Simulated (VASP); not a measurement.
# Si7C (P-43m) in VASP: further runs

Si7C is run at these levels: PBEsol; tasks: single point, relaxation of cell and atoms.

Program: VASP 6.6.1. These are calculated values, not measurements. Logs are shortened: lines on timing, memory, paths and dates and some standing lists are left out, and cuts for length are marked.

## (1) The cell of the first run

Symmetry: P-43m, No. 215, cubic system. The conventional cell has a = 5.162 Å, b = 5.162 Å, c = 5.162 Å, α = 90.00°, β = 90.00°, γ = 90.00°. Si (site symmetry 3m) has 1 C at 2.00 Å and 3 Si at 2.32 Å within 2.7 Å. Si (site symmetry -42m) has 4 Si at 2.32 Å within 3.1 Å. C (site symmetry -43m) has 4 Si at 2.00 Å within 2.7 Å.

## (2) Single point, PBEsol

The input, INCAR:

```
SYSTEM = Si7C
ALGO = Normal
EDIFF = 1E-6
ENCUT = 520
GGA = PS
ISIF = 2
ISMEAR = 0
LASPH = .TRUE.
LCHARG = .FALSE.
LREAL = .FALSE.
LWAVE = .FALSE.
NBANDS = 26
NELM = 60
PREC = Accurate
SIGMA = 0.1
```

The input, KPOINTS:

```
k-points
0
G
  4 4 4
  0 0 0
```

The input, POSCAR:

```
Si7C
1.0
    5.1615320104      0.0000000000      0.0000000000
    0.0000000000      5.1615320104      0.0000000000
    0.0000000000      0.0000000000      5.1615320104
Si C
7 1
Direct
    0.2241535282      0.2241535282      0.2241535282
    0.0000000000      0.5000000000      0.5000000000
    0.5000000000      0.5000000000      0.0000000000
    0.5000000000      0.0000000000      0.5000000000
    0.7758464718      0.2241535282      0.7758464718
    0.7758464718      0.7758464718      0.2241535282
    0.2241535282      0.7758464718      0.7758464718
    0.0000000000      0.0000000000      0.0000000000
```

Potentials or basis: VASP PAW PBE potentials, release 64 (Si, C).

Run with:

```console
> cat potpaw_PBE.64/Si/POTCAR potpaw_PBE.64/C/POTCAR > POTCAR
> mpirun -np 1 vasp_std > vasp.out
```

OUTCAR:

```text
SYSTEM = Si7C
   EDIFF = 1E-6
   ENCUT = 520
   GGA = PS
   ISIF = 2
   ISMEAR = 0
   LASPH = .TRUE.
   LREAL = .FALSE.
   NELM = 60
   PREC = Accurate

 ion  position               nearest neighbor table
   1  0.224  0.224  0.224-   8 2.00   3 2.32   4 2.32   2 2.32
   2  0.000  0.500  0.500-   1 2.32   5 2.32   6 2.32   7 2.32
   3  0.500  0.500  0.000-   1 2.32   5 2.32   6 2.32   7 2.32
   4  0.500  0.000  0.500-   1 2.32   5 2.32   6 2.32   7 2.32
   5  0.776  0.224  0.776-   8 2.00   3 2.32   4 2.32   2 2.32
   6  0.776  0.776  0.224-   8 2.00   3 2.32   4 2.32   2 2.32
   7  0.224  0.776  0.776-   8 2.00   3 2.32   4 2.32   2 2.32
   8  0.000  0.000  0.000-   1 2.00   5 2.00   6 2.00   7 2.00

  LATTYP: Found a simple cubic cell.
 ALAT       =     5.1615320104

  Lattice vectors:

 A1 = (   5.1615320104,   0.0000000000,   0.0000000000)
 A2 = (   0.0000000000,   5.1615320104,   0.0000000000)
 A3 = (   0.0000000000,   0.0000000000,   5.1615320104)

Analysis of symmetry for initial positions (statically):
=====================================================================
 Subroutine PRICEL returns:
 Original cell was already a primitive cell.

 Routine SETGRP: Setting up the symmetry group for a
 simple cubic supercell.

 Subroutine GETGRP returns: Found 24 space group operations
 (whereof 24 operations were pure point group operations)
 out of a pool of 48 trial point group operations.

The static configuration has the point symmetry T_d .

Analysis of symmetry for dynamics (positions and initial velocities):
=====================================================================
 Subroutine PRICEL returns:
 Original cell was already a primitive cell.

 Routine SETGRP: Setting up the symmetry group for a
 simple cubic supercell.

 Subroutine GETGRP returns: Found 24 space group operations
 (whereof 24 operations were pure point group operations)
 out of a pool of 48 trial point group operations.

The dynamic configuration has the point symmetry T_d .

 Subroutine INISYM returns: Found 24 space group operations
 (whereof 24 operations are pure point group operations),
 and found     1 'primitive' translations

----------------------------------------------------------------------------------------

                                     Primitive cell

  volume of cell :     137.5105

  direct lattice vectors                    reciprocal lattice vectors
     5.161532010  0.000000000  0.000000000     0.193740928  0.000000000  0.000000000
     0.000000000  5.161532010  0.000000000     0.000000000  0.193740928  0.000000000
     0.000000000  0.000000000  5.161532010     0.000000000  0.000000000  0.193740928

  length of vectors
     5.161532010  5.161532010  5.161532010     0.193740928  0.193740928  0.193740928

  position of ions in fractional coordinates (direct lattice)
     0.224153528  0.224153528  0.224153528
     0.000000000  0.500000000  0.500000000
     0.500000000  0.500000000  0.000000000
     0.500000000  0.000000000  0.500000000
     0.775846472  0.224153528  0.775846472
     0.775846472  0.775846472  0.224153528
     0.224153528  0.775846472  0.775846472
     0.000000000  0.000000000  0.000000000

  ion indices of the primitive-cell ions
   primitive index   ion index
                 1           1
                 2           2
                 3           3
                 4           4
                 5           5
                 6           6
                 7           7
                 8           8

----------------------------------------------------------------------------------------

 KPOINTS: k-points

Automatic generation of k-mesh.
 Grid dimensions read from file:
 generate k-points for:    4    4    4

 Generating k-lattice:

  Cartesian coordinates                     Fractional coordinates (reciprocal lattice)
     0.048435232  0.000000000  0.000000000     0.250000000  0.000000000  0.000000000
     0.000000000  0.048435232  0.000000000     0.000000000  0.250000000  0.000000000
     0.000000000  0.000000000  0.048435232     0.000000000  0.000000000  0.250000000

  Length of vectors
     0.048435232  0.048435232  0.048435232

  Shift w.r.t. Gamma in fractional coordinates (k-lattice)
     0.000000000  0.000000000  0.000000000

 Subroutine IBZKPT returns following result:
 ===========================================

 Found     10 irreducible k-points:

 Following reciprocal coordinates:
            Coordinates               Weight
  0.000000  0.000000  0.000000      1.000000
  0.250000  0.000000  0.000000      6.000000
  0.500000  0.000000  0.000000      3.000000
  0.250000  0.250000  0.000000     12.000000
  0.500000  0.250000  0.000000     12.000000
  0.500000  0.500000  0.000000      3.000000
  0.250000  0.250000  0.250000      8.000000
  0.500000  0.250000  0.250000     12.000000
  0.500000  0.500000  0.250000      6.000000
  0.500000  0.500000  0.500000      1.000000
   k-points           NKPTS =     10   k-points in BZ     NKDIM =     10   number of bands    NBANDS=     26
   number of dos      NEDOS =    301   number of ions     NIONS =      8
   total plane-waves  NPLWV =  64000
   dimension x,y,z NGX =    40 NGY =   40 NGZ =   40
   dimension x,y,z NGXF=    80 NGYF=   80 NGZF=   80
   ions per type =               7   1
   NGX,Y,Z   is equivalent  to a cutoff of  12.88, 12.88, 12.88 a.u.
   NGXF,Y,Z  is equivalent  to a cutoff of  25.77, 25.77, 25.77 a.u.
 SYSTEM =  Si7C
   PREC   = accura    normal or accurate (medium, high low for compatibility)
   ISTART =      0    job   : 0-new  1-cont  2-samecut
   ICHARG =      2    charge: 1-file 2-atom 10-const
   ISPIN  =      1    spin polarized calculation?
   LNONCOLLINEAR =      F non collinear calculations
   LSORBIT =      F    spin-orbit coupling
   LASPH  =      T    aspherical Exc in radial PAW
   ENCUT  =  520.0 eV  38.22 Ry    6.18 a.u.   9.60  9.60  9.60*2*pi/ulx,y,z
   NELM   =     60;   NELMIN=  2; NELMDL= -5     # of ELM steps
   EDIFF  = 0.1E-05   stopping-criterion for ELM
   LREAL  =      F    real-space projection
   EDIFFG = 0.1E-04   stopping-criterion for IOM
   NSW    =      0    number of steps for IOM
   IBRION =     -1    ionic relax: 0-MD 1-quasi-New 2-CG
   NFREE  =      0    steps in history (QN), initial steepest desc. (CG)
   ISIF   =      2    stress and relaxation
   ISYM   =      2    0-nonsym 1-usesym 2-fastsym
   POTIM  = 0.5000    time-step for ionic-motion
   TEBEG  =    0.0;   TEEND  =   0.0 temperature during run
   PSTRESS=    0.0 pullay stress
   NELECT =      32.0000    total number of electrons
   NUPDOWN=      -1.0000    fix difference up-down
   EMIN   =  10.00;   EMAX   =-10.00  energy-range for DOS
   EFERMI =   0.00;   METHOD = LEGACY
   ISMEAR =     0;   SIGMA  =   0.10  broadening in eV -4-tet -1-fermi 0-gaus
   EFERMI_NEDOS =   21; number of points for ismear=-14 and -15
   IALGO  =     38    algorithm
   IMIX   =      4    mixing-type and parameters
     AMIX     =   0.40;   BMIX     =  1.00
     AMIX_MAG =   1.60;   BMIX_MAG =  1.00
  volume/ion in A,a.u.               =      17.19       116.00
  Fermi-wavevector in a.u.,A,eV,Ry     =   1.006961  1.902881 13.795919  1.013971
  Thomas-Fermi vector in A             =   2.139737
   LORBIT       =      0    0 simple, 1 ext, 2 COOP (PROOUT), +10 PAW based schemes
   GGA     = PS    functional components
   LHFCALC =     F    Hartree Fock is set to
   AEXX    =    0.0000 exact exchange contribution
   IVDW    =     0    specifies the selected vdW correction
   LEPSILON=     F    determine dielectric tensor
   LRPA    =     F    only Hartree local field effects (RPA)
 non-spin polarized calculation
 Gauss-broadening in eV      SIGMA  =   0.10
  energy-cutoff  :      520.00
  volume of cell :      137.51
 maximum number of plane-waves:      3743
 NGX is ok and might be reduce to    40
   NGX = 19   NGY = 19   NGZ = 19

 number of electron      31.9999997 magnetization

 Free energy of the ion-electron system (eV)
  ---------------------------------------------------
  ext. energy  EPLUGINS =         0.00000000
  ---------------------------------------------------
  free energy    TOTEN  =       -48.49758179 eV

  energy without entropy =      -48.49438791  energy(sigma->0) =      -48.49598485

 E-fermi :   6.7634     XC(G=0):  -9.9985

 val. band max:        6.6697757202   @ k =   0.0000   0.0000   0.0000
 cond. band min:       6.7931337204   @ k =   0.0000   0.0000   0.0000
 fundamental gap:      0.1233580003
 Fermi energy:         6.7633667992

 k-point     1 :       0.0000    0.0000    0.0000
  band No.  band energies     occupation
      1      -6.9480      2.00000
      2      -3.5896      2.00000
      3      -1.5352      2.00000
      4      -1.5352      2.00000
      5      -1.5352      2.00000
      6      -1.1760      2.00000
[... 18 lines left out ...]
     25       9.5777      0.00000
     26      11.0384      0.00000

 k-point     2 :       0.2500    0.0000    0.0000
  band No.  band energies     occupation
      1      -6.7527      2.00000
      2      -4.0559      2.00000
      3      -2.4384      2.00000
      4      -1.4172      2.00000
      5      -1.4172      2.00000
      6      -1.0318      2.00000
[... 18 lines left out ...]
     25      10.6899      0.00000
     26      11.8245      0.00000

 k-point     3 :       0.5000    0.0000    0.0000
  band No.  band energies     occupation
      1      -6.4793      2.00000
      2      -4.6448      2.00000
      3      -2.5657      2.00000
      4      -1.2803      2.00000
      5      -1.2803      2.00000
      6      -0.8574      2.00000
[... 166 lines left out ...]
 k-point     9 :       0.5000    0.5000    0.2500
  band No.  band energies     occupation
      1      -6.1096      2.00000
      2      -3.4803      2.00000
      3      -3.4803      2.00000
      4      -3.2671      2.00000
      5      -0.8765      2.00000
      6      -0.3429      2.00000
[... 18 lines left out ...]
     25      11.0515      0.00000
     26      11.0572      0.00000

 k-point    10 :       0.5000    0.5000    0.5000
  band No.  band energies     occupation
      1      -6.0272      2.00000
      2      -3.1841      2.00000
      3      -3.1841      2.00000
      4      -3.1841      2.00000
      5      -1.1660      2.00000
      6      -1.1660      2.00000
[... 18 lines left out ...]
     25      10.3268      0.00000
     26      10.3360      0.00000

------------------------ aborting loop because EDIFF is reached ----------------------------------------

  FORCE on cell =-STRESS in cart. coord.  units (eV):
  Direction    XX          YY          ZZ          XY          YZ          ZX
  --------------------------------------------------------------------------------------
  -------------------------------------------------------------------------------------
  Total        0.0494548      0.0494548      0.0494548      0.0000000     -0.0000000      0.0000000
  in kB        0.5762134      0.5762134      0.5762134      0.0000000     -0.0000000      0.0000000
  external PRESSURE =       0.5762134 kB  Pullay stress =       0.0000000 kB

 VOLUME and BASIS-vectors are now :
 -----------------------------------------------------------------------------
  energy-cutoff  :      520.00
  volume of cell :      137.51
      direct lattice vectors                 reciprocal lattice vectors
     5.161532010  0.000000000  0.000000000     0.193740928  0.000000000  0.000000000
     0.000000000  5.161532010  0.000000000     0.000000000  0.193740928  0.000000000
     0.000000000  0.000000000  5.161532010     0.000000000  0.000000000  0.193740928

 POSITION                                       TOTAL-FORCE (eV/Angst)
 -----------------------------------------------------------------------------------
      1.15698      1.15698      1.15698        -0.027330     -0.027330     -0.027330
      0.00000      2.58077      2.58077        -0.000000      0.000000     -0.000000
      2.58077      2.58077      0.00000        -0.000000      0.000000     -0.000000
      2.58077      0.00000      2.58077        -0.000000      0.000000     -0.000000
      4.00456      1.15698      4.00456         0.027330     -0.027330      0.027330
      4.00456      4.00456      1.15698         0.027330      0.027330     -0.027330
      1.15698      4.00456      4.00456        -0.027330      0.027330      0.027330
      0.00000      0.00000      0.00000        -0.000000      0.000000     -0.000000
 -----------------------------------------------------------------------------------
    total drift:                                0.000000      0.000000      0.000000

  FREE ENERGIE OF THE ION-ELECTRON SYSTEM (eV)
  ---------------------------------------------------
  free  energy   TOTEN  =       -48.4975817853 eV

  energy  without entropy=      -48.4943879082  energy(sigma->0) =      -48.49598485
```

Run time: 35 s. Hardware: 1 thread of Intel Xeon Platinum 8259CL at 2.50GHz (Skylake/Cascade Lake), shared host; peak memory 0.24 GiB.

What came out:

```yaml
Free_energy: -48.4976 eV
Pressure: 0.1 GPa
Largest_force: 0.047 eV/Å
Band_gap_on_the_k_mesh: zero (band 16 reaches 6.79 eV, above the bottom of band 17 at 6.33 eV)
```

Forces on the atoms (eV/Å):
```
Si  -0.027 -0.027 -0.027
Si   0.000  0.000  0.000
Si   0.000  0.000  0.000
Si   0.000  0.000  0.000
Si   0.027 -0.027  0.027
Si   0.027  0.027 -0.027
Si  -0.027  0.027  0.027
C    0.000  0.000  0.000
```

Levels at points of the mesh, in eV from the Fermi level:
```tsv
k point	band 13	band 14	band 15	band 16	band 17	band 18	band 19	band 20
(0.00, 0.00, 0.00)	-3.02	-0.09	0.03	0.03	0.03	0.12	0.12	0.61
(0.50, 0.00, 0.00)	-2.80	-2.80	-1.48	-1.48	0.83	0.88	2.47	3.05
(0.50, 0.50, 0.00)	-2.31	-2.31	-1.32	-0.59	1.33	2.10	2.67	2.67
(0.50, 0.50, 0.50)	-1.07	-1.07	-0.45	-0.45	-0.43	2.33	2.33	2.33
```

Caveat: the PAW data sets were made with another functional, which shifts forces and pressure a little.

(Part 1 of 2 ends here.)
